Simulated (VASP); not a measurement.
# Ir (Fm-3m) in VASP: further runs

Ir is run at these levels: PBE; tasks: single point.

Program: VASP 6.6.1. These are calculated values, not measurements. Logs are shortened: lines on timing, memory, paths and dates and some standing lists are left out, and cuts for length are marked.

### Step 1. The cell of the first run

It takes space group Fm-3m (No. 225, cubic). The conventional cell has a = 3.709 Å, b = 3.709 Å, c = 3.709 Å, α = 90.00°, β = 90.00°, γ = 90.00°. Within 3.5 Å of Ir (site symmetry m-3m) lie 12 Ir at 2.62 Å.

### Step 2. Single point, PBE (volume scaled by 0.88)

The input, INCAR:

```
SYSTEM = Ir
PREC = Accurate
ENCUT = 500
EDIFF = 1E-6
ISMEAR = 0
SIGMA = 0.1
LREAL = .FALSE.
LASPH = .TRUE.
NELM = 120
ALGO = Normal
ISIF = 2
LWAVE = .FALSE.
LCHARG = .TRUE.
GGA = PE
LELF = .TRUE.
LVHAR = .TRUE.
NBANDS = 10
GGA_COMPAT = .FALSE.
```

The input, KPOINTS:

```
regular mesh
0
G
  18 18 18
  0 0 0
```

The input, POSCAR:

```
Ir
1.0
    0.0000000000      1.8545961700      1.8545961700
    1.8545961700      0.0000000000      1.8545961700
    1.8545961700      1.8545961700      0.0000000000
Ir
1
Direct
    0.0000000000      0.0000000000      0.0000000000
```

Potentials or basis: VASP PAW PBE potentials, release 64 (Ir).

On the command line:

```sh
> cat potpaw_PBE.64/Ir/POTCAR > POTCAR
> mpirun -np 1 vasp_std > vasp.out
```

OUTCAR:

```text
SYSTEM = Ir
   PREC = Accurate
   ENCUT = 500
   EDIFF = 1E-6
   ISMEAR = 0
   LREAL = .FALSE.
   LASPH = .TRUE.
   NELM = 120
   ISIF = 2
   GGA = PE

 ion  position               nearest neighbor table
   1  0.000  0.000  0.000-

  LATTYP: Found a face centered cubic cell.
 ALAT       =     3.7091923400

  Lattice vectors:

 A1 = (   0.0000000000,   1.8545961700,   1.8545961700)
 A2 = (   1.8545961700,   0.0000000000,   1.8545961700)
 A3 = (   1.8545961700,   1.8545961700,   0.0000000000)

Analysis of symmetry for initial positions (statically):
=====================================================================
 Subroutine PRICEL returns:
 Original cell was already a primitive cell.

 Routine SETGRP: Setting up the symmetry group for a
 face centered cubic supercell.

 Subroutine GETGRP returns: Found 48 space group operations
 (whereof 48 operations were pure point group operations)
 out of a pool of 48 trial point group operations.

The static configuration has the point symmetry O_h .

Analysis of symmetry for dynamics (positions and initial velocities):
=====================================================================
 Subroutine PRICEL returns:
 Original cell was already a primitive cell.

 Routine SETGRP: Setting up the symmetry group for a
 face centered cubic supercell.

 Subroutine GETGRP returns: Found 48 space group operations
 (whereof 48 operations were pure point group operations)
 out of a pool of 48 trial point group operations.

The dynamic configuration has the point symmetry O_h .

 Subroutine INISYM returns: Found 48 space group operations
 (whereof 48 operations are pure point group operations),
 and found     1 'primitive' translations

----------------------------------------------------------------------------------------

                                     Primitive cell

  volume of cell :      12.7579

  direct lattice vectors                    reciprocal lattice vectors
     0.000000000  1.854596170  1.854596170    -0.269600470  0.269600470  0.269600470
     1.854596170  0.000000000  1.854596170     0.269600470 -0.269600470  0.269600470
     1.854596170  1.854596170  0.000000000     0.269600470  0.269600470 -0.269600470

  length of vectors
     2.622795056  2.622795056  2.622795056     0.466961713  0.466961713  0.466961713

  position of ions in fractional coordinates (direct lattice)
     0.000000000  0.000000000  0.000000000

  ion indices of the primitive-cell ions
   primitive index   ion index
                 1           1

----------------------------------------------------------------------------------------

 KPOINTS: regular mesh

Automatic generation of k-mesh.
 Grid dimensions read from file:
 generate k-points for:   18   18   18

 Generating k-lattice:

  Cartesian coordinates                     Fractional coordinates (reciprocal lattice)
    -0.014977804  0.014977804  0.014977804     0.055555556  0.000000000  0.000000000
     0.014977804 -0.014977804  0.014977804     0.000000000  0.055555556  0.000000000
     0.014977804  0.014977804 -0.014977804     0.000000000  0.000000000  0.055555556

  Length of vectors
     0.025942317  0.025942317  0.025942317

  Shift w.r.t. Gamma in fractional coordinates (k-lattice)
     0.000000000  0.000000000  0.000000000

 Subroutine IBZKPT returns following result:
 ===========================================

 Found    195 irreducible k-points:

 Following reciprocal coordinates:
            Coordinates               Weight
  0.000000  0.000000  0.000000      1.000000
  0.055556  0.000000  0.000000      8.000000
  0.111111  0.000000  0.000000      8.000000
  0.166667  0.000000  0.000000      8.000000
  0.222222  0.000000  0.000000      8.000000
  0.277778  0.000000  0.000000      8.000000
[... 16 lines left out ...]
 -0.277778  0.055556  0.000000     24.000000
 -0.222222  0.055556  0.000000     24.000000
 [... further k-points ...]
   k-points           NKPTS =    195   k-points in BZ     NKDIM =    195   number of bands    NBANDS=     10
   number of dos      NEDOS =    301   number of ions     NIONS =      1
   total plane-waves  NPLWV =   8000
   dimension x,y,z NGX =    20 NGY =   20 NGZ =   20
   dimension x,y,z NGXF=    40 NGYF=   40 NGZF=   40
   ions per type =               1
   NGX,Y,Z   is equivalent  to a cutoff of  12.68, 12.68, 12.68 a.u.
   NGXF,Y,Z  is equivalent  to a cutoff of  25.35, 25.35, 25.35 a.u.
 SYSTEM =  Ir
   PREC   = accura    normal or accurate (medium, high low for compatibility)
   ISTART =      0    job   : 0-new  1-cont  2-samecut
   ICHARG =      2    charge: 1-file 2-atom 10-const
   ISPIN  =      1    spin polarized calculation?
   LNONCOLLINEAR =      F non collinear calculations
   LSORBIT =      F    spin-orbit coupling
   LASPH  =      T    aspherical Exc in radial PAW
   ENCUT  =  500.0 eV  36.75 Ry    6.06 a.u.   4.78  4.78  4.78*2*pi/ulx,y,z
   NELM   =    120;   NELMIN=  2; NELMDL= -5     # of ELM steps
   EDIFF  = 0.1E-05   stopping-criterion for ELM
   LREAL  =      F    real-space projection
   EDIFFG = 0.1E-04   stopping-criterion for IOM
   NSW    =      0    number of steps for IOM
   IBRION =     -1    ionic relax: 0-MD 1-quasi-New 2-CG
   NFREE  =      0    steps in history (QN), initial steepest desc. (CG)
   ISIF   =      2    stress and relaxation
   ISYM   =      2    0-nonsym 1-usesym 2-fastsym
   POTIM  = 0.5000    time-step for ionic-motion
   TEBEG  =    0.0;   TEEND  =   0.0 temperature during run
   PSTRESS=    0.0 pullay stress
   NELECT =       9.0000    total number of electrons
   NUPDOWN=      -1.0000    fix difference up-down
   EMIN   =  10.00;   EMAX   =-10.00  energy-range for DOS
   EFERMI =   0.00;   METHOD = LEGACY
   ISMEAR =     0;   SIGMA  =   0.10  broadening in eV -4-tet -1-fermi 0-gaus
   EFERMI_NEDOS =   21; number of points for ismear=-14 and -15
   IALGO  =     38    algorithm
   IMIX   =      4    mixing-type and parameters
     AMIX     =   0.40;   BMIX     =  1.00
     AMIX_MAG =   1.60;   BMIX_MAG =  1.00
  volume/ion in A,a.u.               =      12.76        86.09
  Fermi-wavevector in a.u.,A,eV,Ry     =   1.457347  2.753987 28.896874  2.123860
  Thomas-Fermi vector in A             =   2.574159
   LORBIT       =      0    0 simple, 1 ext, 2 COOP (PROOUT), +10 PAW based schemes
   GGA     = PE    functional components
   LHFCALC =     F    Hartree Fock is set to
   AEXX    =    0.0000 exact exchange contribution
   IVDW    =     0    specifies the selected vdW correction
   LEPSILON=     F    determine dielectric tensor
   LRPA    =     F    only Hartree local field effects (RPA)
 non-spin polarized calculation
 Gauss-broadening in eV      SIGMA  =   0.10
  energy-cutoff  :      500.00
  volume of cell :       12.76
 maximum number of plane-waves:       332
   NGX =  9   NGY =  9   NGZ =  9

 number of electron       8.9999999 magnetization

 Free energy of the ion-electron system (eV)
  ---------------------------------------------------
  ext. energy  EPLUGINS =         0.00000000
  ---------------------------------------------------
  free energy    TOTEN  =        -8.55017465 eV

  energy without entropy =       -8.54600156  energy(sigma->0) =       -8.54808810

 E-fermi :  12.3539     XC(G=0): -14.6104

 val. band max:       12.3412378023   @ k =   0.5000   0.2222   0.1111
 cond. band min:      12.3699707070   @ k =   0.3333   0.1111   0.0556
 fundamental gap:      0.0287329047
 Fermi energy:        12.3539049135

 k-point     1 :       0.0000    0.0000    0.0000
  band No.  band energies     occupation
      1       0.0282      2.00000
      2       7.7529      2.00000
      3       7.7529      2.00000
      4       7.7529      2.00000
      5      10.9214      2.00000
      6      10.9214      2.00000
      7      26.3601      0.00000
      8      32.5839      0.00000
      9      32.5839      0.00000
     10      32.5839      0.00000

 k-point     2 :       0.0556    0.0000    0.0000
  band No.  band energies     occupation
      1       0.1824      2.00000
      2       7.6642      2.00000
      3       7.8224      2.00000
      4       7.8224      2.00000
      5      10.8721      2.00000
      6      10.8721      2.00000
      7      26.6401      0.00000
      8      31.7989      0.00000
      9      32.8485      0.00000
     10      32.8485      0.00000

 k-point     3 :       0.1111    0.0000    0.0000
  band No.  band energies     occupation
      1       0.6267      2.00000
      2       7.4392      2.00000
      3       8.0044      2.00000
      4       8.0044      2.00000
      5      10.7634      2.00000
      6      10.7634      2.00000
      7      27.4075      0.00000
      8      30.3021      0.00000
      9      33.6184      0.00000
     10      33.6184      0.00000

 k-point     4 :       0.1667    0.0000    0.0000
  band No.  band energies     occupation
      1       1.2981      2.00000
      2       7.1924      2.00000
      3       8.2081      2.00000
      4       8.2081      2.00000
      5      10.7157      2.00000
      6      10.7157      2.00000
      7      28.1637      0.00000
      8      29.0706      0.00000
      9      34.8275      0.00000
     10      34.8275      0.00000

 k-point     5 :       0.2222    0.0000    0.0000
  band No.  band energies     occupation
      1       2.0613      2.00000
      2       7.1070      2.00000
      3       8.2899      2.00000
      4       8.2899      2.00000
      5      10.8997      2.00000
      6      10.8997      2.00000
      7      27.0678      0.00000
      8      29.6275      0.00000
      9      36.3677      0.00000
     10      36.3677      0.00000

 k-point     6 :       0.2778    0.0000    0.0000
  band No.  band energies     occupation
      1       2.6910      2.00000
      2       7.4267      2.00000
      3       8.1898      2.00000
      4       8.1898      2.00000
      5      11.3807      2.00000
      6      11.3807      2.00000
      7      25.6972      0.00000
      8      29.4926      0.00000
      9      37.7667      0.00000
     10      37.7855      0.00000
[... 183 lines left out ...]
 k-point    21 :      -0.3889    0.0556    0.0000
  band No.  band energies     occupation
      1       3.2088      2.00000
      2       7.6455      2.00000
      3       7.8288      2.00000
      4       9.6326      2.00000
      5      12.5975      0.00057
      6      13.6022      0.00000
      7      22.2437      0.00000
      8      26.8629      0.00000
      9      33.2027      0.00000
     10      34.5949      0.00000

 k-point    22 :      -0.3333    0.0556    0.0000
  band No.  band energies     occupation
      1       3.1901      2.00000
      2       7.8437      2.00000
      3       8.0045      2.00000
      4       8.4501      2.00000
      5      11.8616      2.00000
      6      12.9432      0.00000
      7      23.8797      0.00000
      8      27.9296      0.00000
      9      34.2879      0.00000
     10      36.4284      0.00000

 k-point    23 :      -0.2778    0.0556    0.0000
  band No.  band energies     occupation
      1       2.9729      2.00000
      2       7.4564      2.00000
      3       8.0987      2.00000
      4       8.2198      2.00000
      5      11.1186      2.00000
      6      12.2174      1.94637
      7      25.3997      0.00000
      8      29.2740      0.00000
      9      35.5181      0.00000
     10      37.0027      0.00000

 k-point    24 :      -0.2222    0.0556    0.0000
  band No.  band energies     occupation
      1       2.4312      2.00000
      2       7.0050      2.00000
      3       8.2759      2.00000
      4       8.3796      2.00000
      5      10.5461      2.00000
      6      11.5761      2.00000
      7      26.7926      0.00000
      8      29.8902      0.00000
      9      35.4717      0.00000
     10      36.8514      0.00000

 [... further k-points ...]

------------------------ aborting loop because EDIFF is reached ----------------------------------------

  FORCE on cell =-STRESS in cart. coord.  units (eV):
  Direction    XX          YY          ZZ          XY          YZ          ZX
  --------------------------------------------------------------------------------------
  -------------------------------------------------------------------------------------
  Total        4.9974308      4.9974308      4.9974308     -0.0000000      0.0000000     -0.0000000
  in kB      627.5947478    627.5947478    627.5947478     -0.0000000      0.0000000     -0.0000000
  external PRESSURE =     627.5947478 kB  Pullay stress =       0.0000000 kB

 VOLUME and BASIS-vectors are now :
 -----------------------------------------------------------------------------
  energy-cutoff  :      500.00
  volume of cell :       12.76
      direct lattice vectors                 reciprocal lattice vectors
     0.000000000  1.854596170  1.854596170    -0.269600470  0.269600470  0.269600470
     1.854596170  0.000000000  1.854596170     0.269600470 -0.269600470  0.269600470
     1.854596170  1.854596170  0.000000000     0.269600470  0.269600470 -0.269600470

 POSITION                                       TOTAL-FORCE (eV/Angst)
 -----------------------------------------------------------------------------------
      0.00000      0.00000      0.00000         0.000000      0.000000     -0.000000
 -----------------------------------------------------------------------------------
    total drift:                                0.000000      0.000000     -0.000000

  FREE ENERGIE OF THE ION-ELECTRON SYSTEM (eV)
  ---------------------------------------------------
  free  energy   TOTEN  =        -8.5501746489 eV

  energy  without entropy=       -8.5460015606  energy(sigma->0) =       -8.54808810
```

It took 11 s on 1 thread of Intel Xeon Platinum 8488C (Sapphire Rapids), shared host; peak memory 0.14 GiB.

What came out:

| Property | Result |
| --- | --- |
| Free energy | -8.5502 eV |
| Pressure | 62.8 GPa |

Levels at points of the mesh, in eV from the Fermi level:
| k point | band 2 | band 3 | band 4 | band 5 | band 6 | band 7 |
| --- | --- | --- | --- | --- | --- | --- |
| (0.00, 0.00, 0.00) | -4.60 | -4.60 | -4.60 | -1.43 | -1.43 | 14.01 |
| (0.50, 0.00, 0.00) | -4.74 | -4.74 | -1.06 | 1.05 | 1.05 | 8.36 |
| (0.50, 0.50, 0.00) | -8.61 | 1.02 | 1.67 | 1.75 | 1.75 | 11.99 |

Caveat: spin-orbit coupling is left out, which moves the levels of the heavy elements.

### Step 3. Single point, PBE (volume scaled by 0.91)

The input, INCAR:

```
SYSTEM = Ir
  PREC = Accurate
  ENCUT = 500
  EDIFF = 1E-6
  ISMEAR = 0
  SIGMA = 0.1
  LREAL = .FALSE.
  LASPH = .TRUE.
  NELM = 120
  ALGO = Normal
  ISIF = 2
  LWAVE = .FALSE.
  LCHARG = .TRUE.
  GGA = PE
  LELF = .TRUE.
  LVHAR = .TRUE.
  NBANDS = 10
  GGA_COMPAT = .FALSE.
```

KPOINTS is that of step 2.

The input, POSCAR:

```
Ir
1.0
    0.0000000000      1.8754360736      1.8754360736
    1.8754360736      0.0000000000      1.8754360736
    1.8754360736      1.8754360736      0.0000000000
Ir
1
Direct
    0.0000000000      0.0000000000      0.0000000000
```

Potentials or basis: VASP PAW PBE potentials, release 64 (Ir).

On the command line:

```sh
> cat potpaw_PBE.64/Ir/POTCAR > POTCAR
> mpirun -np 1 vasp_std > vasp.out
```

Wall time 12 s (1 thread of Intel Xeon Platinum 8488C (Sapphire Rapids), shared host); peak memory 0.15 GiB.

It converged, with:

- Free energy: -8.6928 eV
- Pressure: 42.7 GPa

Levels at points of the mesh, in eV from the Fermi level:
```tsv
k point	band 2	band 3	band 4	band 5	band 6	band 7
(0.00, 0.00, 0.00)	-4.37	-4.37	-4.37	-1.36	-1.36	14.11
(0.50, 0.00, 0.00)	-4.50	-4.50	-0.98	0.98	0.98	7.98
(0.50, 0.50, 0.00)	-8.19	0.95	1.64	1.64	1.66	11.48
```

Caveat: spin-orbit coupling is left out, which moves the levels of the heavy elements.

(Part 1 of 2 ends here.)
